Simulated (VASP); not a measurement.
Crystal: Al2Au.

```xyz
3
Lattice="0.0000 3.1515 3.1515 3.1515 0.0000 3.1515 3.1515 3.1515 0.0000" Properties=species:S:1:pos:R:3 pbc="T T T"
Al    3.1515    3.1515    3.1515
Al    1.5757    1.5757    1.5757
Au    0.0000    0.0000    0.0000
```

* Program: VASP 6.6.1
* Task: relaxation of cell and atoms
* Functional: PBE
* Potentials or basis: VASP PAW PBE potentials, release 64 (Al, Au)
* Cutoff: 600 eV
* k mesh: 6 × 6 × 6
* Occupations: gaussian, width 0.1 eV
* Spin: no spin polarisation

At the start: pressure -5.9 GPa; volume 20.87 Å³/atom.

How do energy, volume and symmetry change on relaxing?

Over 3 steps the energy falls by 40.4 meV/atom and the volume is 18.91 Å³/atom (-9.4 %); space group F-43m (No. 216, to 0.05 Å).

Step by step:
```tsv
step	energy change (eV)	largest force (eV/Å)	pressure (GPa)	volume (Å³)
1	0.0000	0.0000	-5.87	62.60
2	-0.1182	0.0000	1.19	55.93
3	-0.1211	0.0000	-0.01	56.72
```

Final structure:
```cif
data_structure
_symmetry_space_group_name_H-M 'P 1'
_symmetry_Int_Tables_number 1
_cell_length_a 4.3127
_cell_length_b 4.3127
_cell_length_c 4.3127
_cell_angle_alpha 60.000
_cell_angle_beta 60.000
_cell_angle_gamma 60.000
_cell_volume 56.72
loop_
_atom_site_label
_atom_site_type_symbol
_atom_site_fract_x
_atom_site_fract_y
_atom_site_fract_z
_atom_site_occupancy
Al1 Al 0.50000 0.50000 0.50000 1
Al2 Al 0.25000 0.25000 0.25000 1
Au1 Au 0.00000 0.00000 0.00000 1
```
